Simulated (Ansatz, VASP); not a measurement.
One calculation of Rh, two programs

File POSCAR:

```
Rh
1.0
    0.0000000000      1.8851123679      1.8851123679
    1.8851123679      0.0000000000      1.8851123679
    1.8851123679      1.8851123679      0.0000000000
Rh
1
Direct
    0.0000000000      0.0000000000      0.0000000000
```

The input INCAR.step1:

```
  PREC = Accurate
  ENCUT = 520
  EDIFF = 1E-5
  ISMEAR = -1
  SIGMA = 0.05
  LREAL = False
  LASPH = True
  NELM = 100
  ALGO = Normal
  ISIF = 2
  LWAVE = True
  LCHARG = False
  NBANDS = 14
  GGA = PE
```

File INCAR.step2:

```
  PREC = Accurate
  ENCUT = 520
  EDIFF = 1E-6
  ISMEAR = -1
  SIGMA = 0.05
  LREAL = False
  LASPH = True
  NELM = 100
  ALGO = Normal
  ISIF = 2
  LWAVE = False
  LCHARG = False
  GGA = PE
  LHFCALC = True
  HFSCREEN = 0.2079
  PRECFOCK = Normal
  NBANDS = 14
  ISTART = 1
```

Contents of KPOINTS:

```
Automatic mesh
0
Gamma
  8 8 8
```

File input:

```
crystal:
  lattice:
    - [0.0, 1.8851123679, 1.8851123679]
    - [1.8851123679, 0.0, 1.8851123679]
    - [1.8851123679, 1.8851123679, 0.0]
  atoms:
    - { symbol: Rh, position: [0.0, 0.0, 0.0] }
hamiltonian:
  xc: hse06
  pseudopotentials: { kind: paw }
kpoints:
  mp_grid: { grid: [8, 8, 8] }
scf:
  occupations: { method: fermi_dirac, width: 0.05 }
output:
  forces: true
  stress: true
  eigenvalues: true
```

Alike in both runs: task single point; functional HSE06; k mesh 8 × 8 × 8; occupations fermi-dirac, width 0.05 eV; no spin polarisation.

```csv
,VASP,Ansatz
version,VASP 6.6.1,Ansatz 0.2.0
potentials or method,"VASP PAW PBE potentials, release 64 (Rh_pv)",Ansatz PAW
plane-wave cutoff (eV),520,420
valence electrons in the cell,15,17
```

VASP gave:

| Quantity | Value |
| --- | --- |
| gap on the k mesh at the Fermi level (eV) | none |
| pressure (GPa) | 3.5 |

Question: Estimate Ansatz's values.

Answer: gap on the k mesh at the Fermi level (eV): none; pressure (GPa): 2.8.

A gap of «none» marks a metal or a gap that the smearing closes. The functional is the same, so the differences come from potentials, cutoffs and numerics. VASP's potentials hold 15 valence electrons a cell and Ansatz's 17, so a difference there can come from the potentials and not from the codes.

The k mesh is coarse, so the values compare programs but aren't converged.
